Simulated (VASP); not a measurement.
# Si16Ge (a cell with a defect) in VASP: further runs

Runs on Si16Ge (a cell with a defect). Level: PBEsol. Tasks: single point.

Program: VASP 6.6.1. These are calculated values, not measurements. Logs are shortened: lines on timing, memory, paths and dates and some standing lists are left out, and cuts for length are marked.

## 1. The cell of the first run

The cell holds a defect, 17 atoms: a = 7.679 Å, b = 7.679 Å, c = 7.679 Å, α = 60.00°, β = 60.00°, γ = 60.00°.

## 2. Single point, PBEsol

INCAR reads:

```
SYSTEM = Si16Ge
PREC = Accurate
ENCUT = 520
EDIFF = 1E-7
ISMEAR = 0
SIGMA = 0.05
LREAL = Auto
LASPH = .True.
NELM = 80
ALGO = Normal
ISIF = 2
LWAVE = .False.
LCHARG = .False.
GGA = PS
NBANDS = 53
```

KPOINTS reads:

```
regular mesh
0
Gamma
  2 2 2
  0 0 0
```

POSCAR reads:

```
Si16Ge
1.0
    0.0000000000      5.4300000000      5.4300000000
    5.4300000000      0.0000000000      5.4300000000
    5.4300000000      5.4300000000      0.0000000000
Si Ge
16 1
Direct
    0.0046595499     -0.0117259388      0.0033750541
    0.1300855979      0.1202695789      0.1290729614
   -0.0019403509      0.0006705825      0.5004109014
    0.1300435099      0.1204194580      0.6200718374
    0.0047683905      0.5033842103      0.0031807353
    0.1262801788      0.6245840027      0.1241482466
    0.0045924711      0.5037255353      0.4878460324
    0.1300675318      0.6293094521      0.6199879288
    0.5014480809      0.0004110567     -0.0025262137
    0.6215505248      0.1202782013      0.1288920643
    0.5014472625      0.0005660932      0.5002733405
    0.6253569385      0.1249024079      0.6247450918
    0.4899308392      0.5033533116      0.0029487587
    0.6216069192      0.6289889072      0.1287709058
    0.5014458441      0.4976270941      0.5001915135
    0.6215106218      0.6292087217      0.6199069154
    0.8763215900      0.3745720252      0.8741221264
```

Potentials or basis: VASP PAW PBE potentials, release 64 (Si, Ge_d).

Command:

```
$ cat potpaw_PBE.64/Si/POTCAR potpaw_PBE.64/Ge_d/POTCAR > POTCAR
$ mpirun -np 1 vasp_std > vasp.out
```

OUTCAR:

```text
SYSTEM = Si16Ge
   PREC = Accurate
   ENCUT = 520
   EDIFF = 1E-7
   ISMEAR = 0
   LREAL = Auto
   LASPH = .True.
   NELM = 80
   ISIF = 2
   GGA = PS

 ion  position               nearest neighbor table
   1  0.005  0.988  0.003-   6 2.28  10 2.40   2 2.40   4 2.40  17 2.42
   2  0.130  0.120  0.129-   3 2.33   9 2.33   5 2.40   1 2.40  17 2.76
   3  0.998  0.001  0.500-   2 2.33   8 2.33   4 2.33  12 2.34
   4  0.130  0.120  0.620-   3 2.33  11 2.33   1 2.40   7 2.40  17 2.76
   5  0.005  0.503  0.003-   6 2.28   2 2.40  14 2.40   8 2.40  17 2.42
   6  0.126  0.625  0.124-  13 2.28   5 2.28   1 2.28   7 2.28
   7  0.005  0.504  0.488-   6 2.28  16 2.40   8 2.40   4 2.40  17 2.42
   8  0.130  0.629  0.620-   3 2.33  15 2.33   5 2.40   7 2.40  17 2.76
   9  0.501  0.000  0.997-   2 2.33  10 2.33  14 2.33  12 2.34
  10  0.622  0.120  0.129-  11 2.33   9 2.33  13 2.40   1 2.40  17 2.76
  11  0.501  0.001  0.500-  16 2.33  10 2.33   4 2.33  12 2.34
  12  0.625  0.125  0.625-   3 2.34  11 2.34  15 2.34   9 2.34
  13  0.490  0.503  0.003-   6 2.28  16 2.40  10 2.40  14 2.40  17 2.42
  14  0.622  0.629  0.129-  15 2.33   9 2.33  13 2.40   5 2.40  17 2.76
  15  0.501  0.498  0.500-  16 2.33   8 2.33  14 2.33  12 2.34
  16  0.622  0.629  0.620-  11 2.33  15 2.33  13 2.40   7 2.40  17 2.76
  17  0.876  0.375  0.874-   7 2.42   1 2.42   5 2.42  13 2.42   4 2.76   8 2.76   2 2.76  16 2.76
                            10 2.76  14 2.76

  LATTYP: Found a face centered cubic cell.
 ALAT       =    10.8600000000

  Lattice vectors:

 A1 = (   0.0000000000,   5.4300000000,   5.4300000000)
 A2 = (   5.4300000000,   0.0000000000,   5.4300000000)
 A3 = (   5.4300000000,   5.4300000000,   0.0000000000)

Analysis of symmetry for initial positions (statically):
=====================================================================
 Subroutine PRICEL returns:
 Original cell was already a primitive cell.

 Routine SETGRP: Setting up the symmetry group for a
 face centered cubic supercell.

 Subroutine GETGRP returns: Found  1 space group operations
 (whereof  1 operations were pure point group operations)
 out of a pool of 48 trial point group operations.

The static configuration has the point symmetry C_1 .

Analysis of symmetry for dynamics (positions and initial velocities):
=====================================================================
 Subroutine PRICEL returns:
 Original cell was already a primitive cell.

 Routine SETGRP: Setting up the symmetry group for a
 face centered cubic supercell.

 Subroutine GETGRP returns: Found  1 space group operations
 (whereof  1 operations were pure point group operations)
 out of a pool of 48 trial point group operations.

The dynamic configuration has the point symmetry C_1 .

 Subroutine INISYM returns: Found  1 space group operations
 (whereof  1 operations are pure point group operations),
 and found     1 'primitive' translations

----------------------------------------------------------------------------------------

                                     Primitive cell

  volume of cell :     320.2060

  direct lattice vectors                    reciprocal lattice vectors
     0.000000000  5.430000000  5.430000000    -0.092081031  0.092081031  0.092081031
     5.430000000  0.000000000  5.430000000     0.092081031 -0.092081031  0.092081031
     5.430000000  5.430000000  0.000000000     0.092081031  0.092081031 -0.092081031

  length of vectors
     7.679179644  7.679179644  7.679179644     0.159489025  0.159489025  0.159489025

  position of ions in fractional coordinates (direct lattice)
     0.004659550  0.988274061  0.003375054
     0.130085598  0.120269579  0.129072961
     0.998059649  0.000670582  0.500410901
     0.130043510  0.120419458  0.620071837
     0.004768390  0.503384210  0.003180735
     0.126280179  0.624584003  0.124148247
[... 9 lines left out ...]
     0.621510622  0.629208722  0.619906915
     0.876321590  0.374572025  0.874122126

  ion indices of the primitive-cell ions
   primitive index   ion index
                 1           1
                 2           2
                 3           3
                 4           4
                 5           5
                 6           6
[... 9 lines left out ...]
                16          16
                17          17

----------------------------------------------------------------------------------------

 KPOINTS: regular mesh

Automatic generation of k-mesh.
 Grid dimensions read from file:
 generate k-points for:    2    2    2

 Generating k-lattice:

  Cartesian coordinates                     Fractional coordinates (reciprocal lattice)
    -0.046040516  0.046040516  0.046040516     0.500000000  0.000000000  0.000000000
     0.046040516 -0.046040516  0.046040516     0.000000000  0.500000000  0.000000000
     0.046040516  0.046040516 -0.046040516     0.000000000  0.000000000  0.500000000

  Length of vectors
     0.079744512  0.079744512  0.079744512

  Shift w.r.t. Gamma in fractional coordinates (k-lattice)
     0.000000000  0.000000000  0.000000000

 Subroutine IBZKPT returns following result:
 ===========================================

 Found      8 irreducible k-points:

 Following reciprocal coordinates:
            Coordinates               Weight
  0.000000  0.000000  0.000000      1.000000
  0.500000  0.000000  0.000000      1.000000
  0.000000  0.500000  0.000000      1.000000
  0.000000  0.000000  0.500000      1.000000
  0.500000  0.500000  0.500000      1.000000
  0.500000  0.500000  0.000000      1.000000
  0.000000  0.500000  0.500000      1.000000
  0.500000  0.000000  0.500000      1.000000
   k-points           NKPTS =      8   k-points in BZ     NKDIM =      8   number of bands    NBANDS=     53
   number of dos      NEDOS =    301   number of ions     NIONS =     17
   total plane-waves  NPLWV = 216000
   dimension x,y,z NGX =    60 NGY =   60 NGZ =   60
   dimension x,y,z NGXF=   120 NGYF=  120 NGZF=  120
   ions per type =              16   1
   NGX,Y,Z   is equivalent  to a cutoff of  12.99, 12.99, 12.99 a.u.
   NGXF,Y,Z  is equivalent  to a cutoff of  25.98, 25.98, 25.98 a.u.
 SYSTEM =  Si16Ge
   PREC   = accura    normal or accurate (medium, high low for compatibility)
   ISTART =      0    job   : 0-new  1-cont  2-samecut
   ICHARG =      2    charge: 1-file 2-atom 10-const
   ISPIN  =      1    spin polarized calculation?
   LNONCOLLINEAR =      F non collinear calculations
   LSORBIT =      F    spin-orbit coupling
   LASPH  =      T    aspherical Exc in radial PAW
   ENCUT  =  520.0 eV  38.22 Ry    6.18 a.u.  14.28 14.28 14.28*2*pi/ulx,y,z
   NELM   =     80;   NELMIN=  2; NELMDL= -5     # of ELM steps
   EDIFF  = 0.1E-06   stopping-criterion for ELM
   LREAL  =      T    real-space projection
   EDIFFG = 0.1E-05   stopping-criterion for IOM
   NSW    =      0    number of steps for IOM
   IBRION =     -1    ionic relax: 0-MD 1-quasi-New 2-CG
   NFREE  =      0    steps in history (QN), initial steepest desc. (CG)
   ISIF   =      2    stress and relaxation
   ISYM   =      2    0-nonsym 1-usesym 2-fastsym
   POTIM  = 0.5000    time-step for ionic-motion
   TEBEG  =    0.0;   TEEND  =   0.0 temperature during run
   PSTRESS=    0.0 pullay stress
   NELECT =      78.0000    total number of electrons
   NUPDOWN=      -1.0000    fix difference up-down
   EMIN   =  10.00;   EMAX   =-10.00  energy-range for DOS
   EFERMI =   0.00;   METHOD = LEGACY
   ISMEAR =     0;   SIGMA  =   0.05  broadening in eV -4-tet -1-fermi 0-gaus
   EFERMI_NEDOS =   21; number of points for ismear=-14 and -15
   IALGO  =     38    algorithm
   IMIX   =      4    mixing-type and parameters
     AMIX     =   0.40;   BMIX     =  1.00
     AMIX_MAG =   1.60;   BMIX_MAG =  1.00
  volume/ion in A,a.u.               =      18.84       127.11
  Fermi-wavevector in a.u.,A,eV,Ry     =   1.022421  1.932096 14.222785  1.045345
  Thomas-Fermi vector in A             =   2.156100
   LORBIT       =      0    0 simple, 1 ext, 2 COOP (PROOUT), +10 PAW based schemes
   GGA     = PS    functional components
   LHFCALC =     F    Hartree Fock is set to
   AEXX    =    0.0000 exact exchange contribution
   IVDW    =     0    specifies the selected vdW correction
   LEPSILON=     F    determine dielectric tensor
   LRPA    =     F    only Hartree local field effects (RPA)
 non-spin polarized calculation
 Gauss-broadening in eV      SIGMA  =   0.05
  energy-cutoff  :      520.00
  volume of cell :      320.21
 maximum number of plane-waves:      8646
 NGX is ok and might be reduce to    60
   NGX = 29   NGY = 29   NGZ = 29

 number of electron      77.9999998 magnetization

 Free energy of the ion-electron system (eV)
  ---------------------------------------------------
  ext. energy  EPLUGINS =         0.00000000
  ---------------------------------------------------
  free energy    TOTEN  =       -92.78724235 eV

  energy without entropy =      -92.77901708  energy(sigma->0) =      -92.78312971

 E-fermi :   6.7947     XC(G=0):  -9.8840

 val. band max:        6.5581264396   @ k =   0.0000   0.0000   0.0000
 cond. band min:       6.7958188355   @ k =   0.0000   0.0000   0.0000
 fundamental gap:      0.2376923959
 Fermi energy:         6.7946751903

 k-point     1 :       0.0000    0.0000    0.0000
  band No.  band energies     occupation
      1     -18.2744      2.00000
      2     -18.2743      2.00000
      3     -18.2743      2.00000
      4     -18.2605      2.00000
      5     -18.2603      2.00000
      6      -6.6141      2.00000
[... 43 lines left out ...]
     50       8.0075      0.00000
     51       8.9837      0.00000

 k-point     2 :       0.5000    0.0000    0.0000
  band No.  band energies     occupation
      1     -18.2744      2.00000
      2     -18.2743      2.00000
      3     -18.2743      2.00000
      4     -18.2605      2.00000
      5     -18.2603      2.00000
      6      -6.2892      2.00000
[... 316 lines left out ...]
 k-point     8 :       0.5000    0.0000    0.5000
  band No.  band energies     occupation
      1     -18.2744      2.00000
      2     -18.2743      2.00000
      3     -18.2743      2.00000
      4     -18.2605      2.00000
      5     -18.2603      2.00000
      6      -6.1856      2.00000
[... 43 lines left out ...]
     50      10.2122      0.00000
     51      10.2130      0.00000
 [bands above 51 left out]

------------------------ aborting loop because EDIFF is reached ----------------------------------------

  FORCE on cell =-STRESS in cart. coord.  units (eV):
  Direction    XX          YY          ZZ          XY          YZ          ZX
  --------------------------------------------------------------------------------------
  -------------------------------------------------------------------------------------
  Total        9.4217041      9.4501361      9.4385825     -0.0026453      0.0035571      0.0004572
  in kB       47.1422774     47.2845392     47.2267296     -0.0132360      0.0177982      0.0022874
  external PRESSURE =      47.2178487 kB  Pullay stress =       0.0000000 kB

 VOLUME and BASIS-vectors are now :
 -----------------------------------------------------------------------------
  energy-cutoff  :      520.00
  volume of cell :      320.21
      direct lattice vectors                 reciprocal lattice vectors
     0.000000000  5.430000000  5.430000000    -0.092081031  0.092081031  0.092081031
     5.430000000  0.000000000  5.430000000     0.092081031 -0.092081031  0.092081031
     5.430000000  5.430000000  0.000000000     0.092081031  0.092081031 -0.092081031

 POSITION                                       TOTAL-FORCE (eV/Angst)
 -----------------------------------------------------------------------------------
      5.38465      0.04363      5.39163         0.000527     -0.003355      0.002871
      1.35393      1.40723      1.35943        -0.001201     -0.002010      0.001641
      2.72087      8.13670      5.42311         0.000636      0.000389     -0.000624
      4.02087      4.07313      1.36001         0.002387      0.001053      0.000892
      2.75065      0.04316      2.75927        -0.000653     -0.002924     -0.001719
      4.06562      1.35983      4.07719         0.005555     -0.001999     -0.004064
[... 9 lines left out ...]
      6.78270      6.74090      6.79141        -0.000444      0.003266      0.000509
      6.78041      9.50491      6.79235         0.002337     -0.000842     -0.001883
 -----------------------------------------------------------------------------------
    total drift:                                0.001860     -0.001335      0.001273

  FREE ENERGIE OF THE ION-ELECTRON SYSTEM (eV)
  ---------------------------------------------------
  free  energy   TOTEN  =       -92.7872423450 eV

  energy  without entropy=      -92.7790170799  energy(sigma->0) =      -92.78312971
```

It took 3.5 min on 1 thread of AMD EPYC 7R13 (Zen 3), shared host; peak memory 0.46 GiB.

What came out:

```
Free energy            : -92.7872 eV
Pressure               : 4.7 GPa
Largest force          : 0.007 eV/Å
Band gap on the k mesh : zero (band 39 reaches 6.87 eV, above the bottom of band 40 at 6.56 eV)
```

Forces in eV/Å, atoms in the order of the input:
```
Si   0.001 -0.003  0.003
Si  -0.001 -0.002  0.002
Si   0.001  0.000 -0.001
Si   0.002  0.001  0.001
Si  -0.001 -0.003 -0.002
Si   0.006 -0.002 -0.004
Si   0.000  0.003 -0.002
Si  -0.001  0.001 -0.002
Si  -0.002 -0.001  0.001
Si  -0.001  0.000  0.004
Si   0.001  0.001  0.001
Si   0.000  0.000  0.000
Si   0.000  0.001  0.001
Si  -0.004  0.000  0.001
Si  -0.002  0.001 -0.001
Si   0.000  0.003  0.001
Ge   0.002 -0.001 -0.002
```

Caveat: the k points lie up to 0.50 Å⁻¹ apart; the PAW data sets were made with another functional, which shifts forces and pressure a little.

## 3. Single point, PBEsol

INCAR reads:

```
SYSTEM = Si16Ge
ALGO     = Normal         ! electronic algorithm
EDIFF    = 1E-7           ! SCF threshold, eV
ENCUT    = 520            ! plane-wave cutoff, eV
GGA      = PS             ! functional
ISIF     = 2              ! what is computed and relaxed
ISMEAR   = 0              ! smearing method
LASPH    = .TRUE.         ! aspherical terms in the spheres
LCHARG   = .TRUE.         ! write CHGCAR
LELF     = .TRUE.         ! ELF
LREAL    = Auto         
LVHAR    = .TRUE.       
LWAVE    = .FALSE.        ! write WAVECAR
NBANDS   = 53             ! bands
NELM     = 60             ! most SCF steps
PREC     = Accurate       ! precision mode
SIGMA    = 0.05           ! smearing width, eV
```

KPOINTS reads:

```
k-points
0
G
  2 2 2
  0 0 0
```

POSCAR reads:

```
Si16Ge
1.0
    0.0000000000      5.4300000000      5.4300000000
    5.4300000000      0.0000000000      5.4300000000
    5.4300000000      5.4300000000      0.0000000000
Si Ge
16 1
Direct
    0.0000050275     -0.0000938126      0.0000822273
    0.1242528272      0.1239641050      0.1244503721
    0.0044007258      0.0040748388      0.4958315132
    0.1243069159      0.1240122906      0.6273695287
    0.0044827915      0.4953150115      0.0046756181
    0.1241706520      0.6272909680      0.1243635832
    0.0044575251      0.4953645457      0.4957159209
    0.1364118135      0.6211418108      0.6212073026
    0.4956091851      0.0041296406      0.0046489249
    0.6273320269      0.1239630278      0.1244490615
    0.4956878596      0.0040761404      0.4958295024
    0.6214856804      0.1354628862      0.6215632676
    0.4955225721      0.4953140698      0.0046758416
    0.6209894827      0.6210019932      0.1370205002
    0.5000859361      0.4990581080      0.5007549442
    0.6212341209      0.6211393725      0.6212008982
    0.7500967376      0.7486262838      0.7511573734
```

Potentials or basis: VASP PAW PBE potentials, release 64 (Si, Ge_d).

Command:

```
$ cat potpaw_PBE.64/Si/POTCAR potpaw_PBE.64/Ge_d/POTCAR > POTCAR
$ mpirun -np 1 vasp_std > vasp.out
```

Wall time 3.8 min (1 thread of AMD EPYC 7R13 (Zen 3), shared host); peak memory 0.46 GiB.

Results (log left out):

| Quantity | Value |
| --- | --- |
| Free energy | -92.7873 eV |
| Pressure | 4.7 GPa |
| Largest force | 0.023 eV/Å |
| Band gap on the k mesh | zero (band 39 reaches 6.87 eV, above the bottom of band 40 at 6.56 eV) |

Forces in eV/Å, atoms in the order of the input:
```
Si   0.000 -0.002  0.002
Si   0.002  0.002  0.002
Si  -0.001  0.000  0.000
Si  -0.001 -0.001  0.001
Si   0.001 -0.008  0.002
Si  -0.004  0.004 -0.004
Si   0.004 -0.002  0.002
Si   0.003  0.003 -0.012
Si  -0.003  0.000  0.000
Si   0.002 -0.002 -0.002
Si  -0.001  0.000  0.000
Si  -0.005  0.010 -0.010
Si   0.001 -0.002  0.008
Si  -0.003  0.008 -0.008
Si   0.001 -0.006  0.006
Si   0.003  0.012 -0.004
Ge   0.000 -0.016  0.016
```

Levels at points of the mesh, in eV from the Fermi level:
```csv
k point,band 37,band 38,band 39,band 40,band 41,band 42
"(0.00, 0.00, 0.00)",-0.72,-0.72,-0.24,-0.24,-0.23,0.00
"(0.50, 0.00, 0.00)",-1.39,-1.38,-0.31,0.52,0.53,0.87
"(0.00, 0.50, 0.00)",-1.38,-1.38,-0.30,0.52,0.53,0.87
"(0.00, 0.00, 0.50)",-1.39,-1.38,-0.31,0.53,0.53,0.87
"(0.50, 0.50, 0.50)",-1.39,-1.38,-0.31,0.52,0.53,0.87
"(0.50, 0.50, 0.00)",-1.82,-1.26,0.07,0.81,1.06,1.07
"(0.00, 0.50, 0.50)",-1.82,-1.26,0.07,0.81,1.06,1.07
"(0.50, 0.00, 0.50)",-1.82,-1.26,0.07,0.81,1.06,1.07
```

Caveat: the k points lie up to 0.50 Å⁻¹ apart; the PAW data sets were made with another functional, which shifts forces and pressure a little.
